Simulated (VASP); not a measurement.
# SrAlO4 (P4/mmm) in VASP: single point with PBE

Aim: the single point of SrAlO4 with PBE.

Everything below comes from runs of VASP 6.6.1. Logs are shortened: lines on timing, memory, paths and dates and some standing lists are left out, and cuts for length are marked.

### Step 1. The cell of the first run

It takes space group P4/mmm (No. 123, tetragonal). The conventional cell has a = 3.643 Å, b = 3.643 Å, c = 5.917 Å, α = 90.00°, β = 90.00°, γ = 90.00°. Sr (site symmetry 4/mmm) has 16 O at 2.77 to 3.47 Å and 4 Sr at 3.64 Å within 3.7 Å. Al (site symmetry 4/mmm) has 6 O at 1.82 to 1.93 Å within 2.4 Å. O (site symmetry 4mm) has 1 Al at 1.93 Å and 5 O at 2.06 to 2.65 Å and 4 Sr at 2.77 Å within 2.8 Å. Within 2.4 Å of O (site symmetry mmm) lie 2 Al at 1.82 Å.

### Step 2. Single point, PBE, collinear spin, ferromagnetic start

File INCAR:

```
SYSTEM = SrAlO4
PREC = Accurate ; ENCUT = 520
EDIFF = 1E-6 ; ISMEAR = 0
SIGMA = 0.1 ; LREAL = .FALSE.
LASPH = .TRUE. ; NELM = 150
ALGO = Normal ; ISIF = 2
LWAVE = .FALSE. ; LCHARG = .FALSE.
ISPIN = 2 ; MAGMOM = 0 0 0.71 0.71 0.71 0.71
LORBIT = 11 ; GGA = PE
NBANDS = 32
```

File KPOINTS:

```
Automatic mesh
0
G
  10 10 6
  0 0 0
```

File POSCAR:

```
SrAlO4
1.0
    3.6427760574      0.0000000000      0.0000000000
    0.0000000000      3.6427760574      0.0000000000
    0.0000000000      0.0000000000      5.9168015646
Sr Al O
1 1 4
Direct
    0.5000000000      0.5000000000      0.5000000000
    0.0000000000      0.0000000000      0.0000000000
    0.0000000000      0.0000000000      0.6740286189
    0.5000000000      0.0000000000      0.0000000000
    0.0000000000      0.5000000000      0.0000000000
    0.0000000000      0.0000000000      0.3259713811
```

Potentials or basis: VASP PAW PBE potentials, release 64 (Sr_sv, Al, O).

On the command line:

```sh
$ cat potpaw_PBE.64/Sr_sv/POTCAR potpaw_PBE.64/Al/POTCAR potpaw_PBE.64/O/POTCAR > POTCAR
$ mpirun -np 1 vasp_std > vasp.out
```

OUTCAR:

```text
SYSTEM = SrAlO4
   PREC = Accurate
   ENCUT = 520
   EDIFF = 1E-6
   ISMEAR = 0
   LREAL = .FALSE.
   LASPH = .TRUE.
   NELM = 150
   ISIF = 2
   ISPIN = 2
   LORBIT = 11
   GGA = PE

 ion  position               nearest neighbor table
   1  0.500  0.500  0.500-   3 2.77   6 2.77   3 2.77   6 2.77   3 2.77   6 2.77   3 2.77   6 2.77
                             4 3.47   4 3.47   4 3.47   5 3.47   5 3.47   5 3.47   5 3.47   4 3.47
   2  0.000  0.000  0.000-   4 1.82   5 1.82   5 1.82   4 1.82   3 1.93   6 1.93   1 3.92   1 3.92
                             1 3.92   1 3.92   1 3.92   1 3.92   1 3.92   1 3.92
   3  0.000  0.000  0.674-   2 1.93   1 2.77   1 2.77   1 2.77   1 2.77
   4  0.500  0.000  0.000-   2 1.82   2 1.82   1 3.47   1 3.47   1 3.47   1 3.47
   5  0.000  0.500  0.000-   2 1.82   2 1.82   1 3.47   1 3.47   1 3.47   1 3.47
   6  0.000  0.000  0.326-   2 1.93   1 2.77   1 2.77   1 2.77   1 2.77

  LATTYP: Found a simple tetragonal cell.
 ALAT       =     3.6427760574
 C/A-ratio  =     1.6242561913

  Lattice vectors:

 A1 = (   3.6427760574,   0.0000000000,   0.0000000000)
 A2 = (   0.0000000000,   3.6427760574,   0.0000000000)
 A3 = (   0.0000000000,   0.0000000000,   5.9168015646)

Analysis of symmetry for initial positions (statically):
=====================================================================
 Subroutine PRICEL returns:
 Original cell was already a primitive cell.

 Routine SETGRP: Setting up the symmetry group for a
 simple tetragonal supercell.

 Subroutine GETGRP returns: Found 16 space group operations
 (whereof 16 operations were pure point group operations)
 out of a pool of 16 trial point group operations.

The static configuration has the point symmetry D_4h.

Analysis of symmetry for dynamics (positions and initial velocities):
=====================================================================
 Subroutine PRICEL returns:
 Original cell was already a primitive cell.

 Routine SETGRP: Setting up the symmetry group for a
 simple tetragonal supercell.

 Subroutine GETGRP returns: Found 16 space group operations
 (whereof 16 operations were pure point group operations)
 out of a pool of 16 trial point group operations.

The dynamic configuration has the point symmetry D_4h.

Analysis of structural, dynamic, and magnetic symmetry:
=====================================================================
 Subroutine PRICEL returns:
 Original cell was already a primitive cell.

 Routine SETGRP: Setting up the symmetry group for a
 simple tetragonal supercell.

 Subroutine GETGRP returns: Found 16 space group operations
 (whereof 16 operations were pure point group operations)
 out of a pool of 16 trial point group operations.

The overall configuration has the point symmetry D_4h.

 Subroutine INISYM returns: Found 16 space group operations
 (whereof 16 operations are pure point group operations),
 and found     1 'primitive' translations

----------------------------------------------------------------------------------------

                                     Primitive cell

  volume of cell :      78.5149

  direct lattice vectors                    reciprocal lattice vectors
     3.642776057  0.000000000  0.000000000     0.274515914  0.000000000  0.000000000
     0.000000000  3.642776057  0.000000000     0.000000000  0.274515914  0.000000000
     0.000000000  0.000000000  5.916801565     0.000000000  0.000000000  0.169010231

  length of vectors
     3.642776057  3.642776057  5.916801565     0.274515914  0.274515914  0.169010231

  position of ions in fractional coordinates (direct lattice)
     0.500000000  0.500000000  0.500000000
     0.000000000  0.000000000  0.000000000
     0.000000000  0.000000000  0.674028619
     0.500000000  0.000000000  0.000000000
     0.000000000  0.500000000  0.000000000
     0.000000000  0.000000000  0.325971381

  ion indices of the primitive-cell ions
   primitive index   ion index
[... 26 lines left out ...]
     0.000000000  0.000000000  0.000000000

 Subroutine IBZKPT returns following result:
 ===========================================

 Found     84 irreducible k-points:

 Following reciprocal coordinates:
            Coordinates               Weight
  0.000000  0.000000  0.000000      1.000000
  0.100000  0.000000  0.000000      4.000000
  0.200000  0.000000  0.000000      4.000000
  0.300000  0.000000  0.000000      4.000000
  0.400000  0.000000  0.000000      4.000000
  0.500000  0.000000  0.000000      2.000000
[... 16 lines left out ...]
  0.100000  0.000000  0.166667      8.000000
  0.200000  0.000000  0.166667      8.000000
 [... further k-points ...]
   k-points           NKPTS =     84   k-points in BZ     NKDIM =     84   number of bands    NBANDS=     32
   number of dos      NEDOS =    301   number of ions     NIONS =      6
   total plane-waves  NPLWV =  37632
   dimension x,y,z NGX =    28 NGY =   28 NGZ =   48
   dimension x,y,z NGXF=    56 NGYF=   56 NGZF=   96
   ions per type =               1   1   4
   NGX,Y,Z   is equivalent  to a cutoff of  12.78, 12.78, 13.49 a.u.
   NGXF,Y,Z  is equivalent  to a cutoff of  25.56, 25.56, 26.97 a.u.
 SYSTEM =  SrAlO4
   PREC   = accura    normal or accurate (medium, high low for compatibility)
   ISTART =      0    job   : 0-new  1-cont  2-samecut
   ICHARG =      2    charge: 1-file 2-atom 10-const
   ISPIN  =      2    spin polarized calculation?
   LNONCOLLINEAR =      F non collinear calculations
   LSORBIT =      F    spin-orbit coupling
   LASPH  =      T    aspherical Exc in radial PAW
   ENCUT  =  520.0 eV  38.22 Ry    6.18 a.u.   6.77  6.77 11.00*2*pi/ulx,y,z
   NELM   =    150;   NELMIN=  2; NELMDL= -5     # of ELM steps
   EDIFF  = 0.1E-05   stopping-criterion for ELM
   LREAL  =      F    real-space projection
[... 7 lines left out ...]
   TEBEG  =    0.0;   TEEND  =   0.0 temperature during run
   PSTRESS=    0.0 pullay stress
   NELECT =      37.0000    total number of electrons
   NUPDOWN=      -1.0000    fix difference up-down
   EMIN   =  10.00;   EMAX   =-10.00  energy-range for DOS
   EFERMI =   0.00;   METHOD = LEGACY
   ISMEAR =     0;   SIGMA  =   0.10  broadening in eV -4-tet -1-fermi 0-gaus
   EFERMI_NEDOS =   21; number of points for ismear=-14 and -15
   IALGO  =     38    algorithm
   IMIX   =      4    mixing-type and parameters
     AMIX     =   0.40;   BMIX     =  1.00
     AMIX_MAG =   1.60;   BMIX_MAG =  1.00
  volume/ion in A,a.u.               =      13.09        88.31
  Fermi-wavevector in a.u.,A,eV,Ry     =   1.273967  2.407448 22.082136  1.622991
  Thomas-Fermi vector in A             =   2.406761
   LORBIT       =     11    0 simple, 1 ext, 2 COOP (PROOUT), +10 PAW based schemes
   GGA     = PE    functional components
   LHFCALC =     F    Hartree Fock is set to
   AEXX    =    0.0000 exact exchange contribution
   IVDW    =     0    specifies the selected vdW correction
   LEPSILON=     F    determine dielectric tensor
   LRPA    =     F    only Hartree local field effects (RPA)
 spin polarized calculation
 Gauss-broadening in eV      SIGMA  =   0.10
  energy-cutoff  :      520.00
  volume of cell :       78.51
 maximum number of plane-waves:      2144
 NGX is ok and might be reduce to    28
   NGX = 13   NGY = 13   NGZ = 23

 number of electron      37.0000009 magnetization       2.9945937

 Free energy of the ion-electron system (eV)
  ---------------------------------------------------
  ext. energy  EPLUGINS =         0.00000000
  ---------------------------------------------------
  free energy    TOTEN  =       -35.30503275 eV

  energy without entropy =      -35.28569734  energy(sigma->0) =      -35.29536504

 E-fermi :   2.1275     XC(G=0): -10.0074

 val. band max:        2.1249839796   @ k =   0.4000   0.3000   0.0000
 cond. band min:       2.1291918307   @ k =   0.4000   0.4000   0.5000
 fundamental gap:      0.0042078511
 Fermi energy:         2.1275277749

 spin component 1

 k-point     1 :       0.0000    0.0000    0.0000
  band No.  band energies     occupation
      1     -31.4109      1.00000
      2     -16.7437      1.00000
      3     -15.0818      1.00000
      4     -14.5942      1.00000
      5     -14.5883      1.00000
      6     -13.1899      1.00000
[... 781 lines left out ...]
     29      16.4044      0.00000
     30      16.6139      0.00000

 [... further k-points ...]

 spin component 2

 k-point     1 :       0.0000    0.0000    0.0000
  band No.  band energies     occupation
      1     -31.4199      1.00000
      2     -15.6959      1.00000
      3     -13.9401      1.00000
      4     -13.8961      1.00000
      5     -13.3346      1.00000
      6     -13.2015      1.00000
[... 781 lines left out ...]
     29      16.6658      0.00000
     30      16.8479      0.00000

 [... further k-points ...]

 [bands above 30 left out]

------------------------ aborting loop because EDIFF is reached ----------------------------------------

  FORCE on cell =-STRESS in cart. coord.  units (eV):
  Direction    XX          YY          ZZ          XY          YZ          ZX
  --------------------------------------------------------------------------------------
  -------------------------------------------------------------------------------------
  Total        0.0541929      0.0541929     -0.0400706      0.0000000      0.0000000      0.0000000
  in kB        1.1058620      1.1058620     -0.8176813      0.0000000      0.0000000      0.0000000
  external PRESSURE =       0.4646809 kB  Pullay stress =       0.0000000 kB

 VOLUME and BASIS-vectors are now :
 -----------------------------------------------------------------------------
  energy-cutoff  :      520.00
  volume of cell :       78.51
      direct lattice vectors                 reciprocal lattice vectors
     3.642776057  0.000000000  0.000000000     0.274515914  0.000000000  0.000000000
     0.000000000  3.642776057  0.000000000     0.000000000  0.274515914  0.000000000
     0.000000000  0.000000000  5.916801565     0.000000000  0.000000000  0.169010231

 POSITION                                       TOTAL-FORCE (eV/Angst)
 -----------------------------------------------------------------------------------
      1.82139      1.82139      2.95840         0.000000      0.000000      0.000000
      0.00000      0.00000      0.00000         0.000000      0.000000      0.000000
      0.00000      0.00000      3.98809         0.000000     -0.000000      0.010161
      1.82139      0.00000      0.00000         0.000000      0.000000      0.000000
      0.00000      1.82139      0.00000         0.000000      0.000000      0.000000
      0.00000      0.00000      1.92871         0.000000      0.000000     -0.010161
 -----------------------------------------------------------------------------------
    total drift:                                0.000000      0.000000     -0.000000

  FREE ENERGIE OF THE ION-ELECTRON SYSTEM (eV)
  ---------------------------------------------------
  free  energy   TOTEN  =       -35.3050327528 eV

  energy  without entropy=      -35.2856973358  energy(sigma->0) =      -35.29536504

 total charge

# of ion       s       p       d       tot
------------------------------------------
    1        1.993   5.773   0.148   7.915
    2        0.315   0.426   0.000   0.741
    3        1.584   3.306   0.000   4.891
    4        1.583   3.386   0.000   4.969
    5        1.583   3.386   0.000   4.969
    6        1.584   3.306   0.000   4.891
--------------------------------------------------
tot          8.644  19.582   0.148  28.374

 magnetization (x)

# of ion       s       p       d       tot
------------------------------------------
    1       -0.003  -0.002  -0.009  -0.013
    2       -0.002   0.006   0.000   0.004
    3        0.015   0.618   0.000   0.633
    4        0.010   0.644   0.000   0.654
    5        0.010   0.644   0.000   0.654
    6        0.015   0.618   0.000   0.633
--------------------------------------------------
tot          0.045   2.529  -0.009   2.565
```

Wall time 3.9 min (1 thread of Intel Xeon 6975P-C (Granite Rapids), shared host); peak memory 0.44 GiB.

What came out:

```yaml
Free_energy: -35.3050 eV
Pressure: 0.0 GPa
Largest_force: 0.010 eV/Å
Band_gap_on_the_k_mesh: zero (filled and empty bands overlap)
Net_moment: 2.99 μB per cell
Site_moments: Sr -0.01; Al +0.00; O +0.63, +0.65 (each value once) μB
Valence_electrons_inside_the_program's_atomic_spheres: Sr 7.92; Al 0.74; O 4.89, 4.97 (each value once)
```

Forces in eV/Å, atoms in the order of the input:
```
Sr   0.000  0.000  0.000
Al   0.000  0.000  0.000
O    0.000  0.000  0.010
O    0.000  0.000  0.000
O    0.000  0.000  0.000
O    0.000  0.000 -0.010
```
